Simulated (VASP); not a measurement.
Runs of VASP 6.6.1 on As. The structure is that of space group P6/mmm (No. 191), or close to it. The cells are those of the table. 

```csv
task,cell,k mesh,cutoff (eV),k mesh for the DOS,occupations for the DOS,gap on the mesh (eV),pressure (GPa),relaxed volume (Å³/atom)
relaxation of cell and atoms,"relaxed from a = 4.055, b = 4.055, c = 3.249 Å, angles 90.0, 90.0, 120.0°, 2 atoms",6 × 6 × 6,600,-,-,none,0.0,25.79
single point,"a = 4.566, b = 4.566, c = 2.834 Å, angles 90.0, 90.0, 120.0°, 2 atoms",15 × 15 × 20,520,-,-,none,(a),-
single point,"a = 4.672, b = 4.672, c = 2.721 Å, angles 90.0, 90.0, 120.0°, 2 atoms",6 × 6 × 6,520,-,-,none,0.2,-
relaxation of cell and atoms,"relaxed from a = 4.672, b = 4.672, c = 2.721 Å, angles 90.0, 90.0, 120.0°, 2 atoms",15 × 15 × 20,600,-,-,none,0.0,25.64
```

Alike in all rows: level PBE; potentials or basis VASP PAW PBE potentials, release 64 (As); no spin polarisation; smearing gaussian 0.1 eV.

Q: Fill in the values left out.

A: (a) 0.1.

Caveats: some runs use coarse meshes; this functional lacks dispersion, which binds the layers, so the pressure and a relaxed spacing across them are unreliable (some runs).

A k mesh can miss the band edges, and the runs leave out spin-orbit coupling on As.

A gap of «none» marks levels without a gap at the run's occupations.
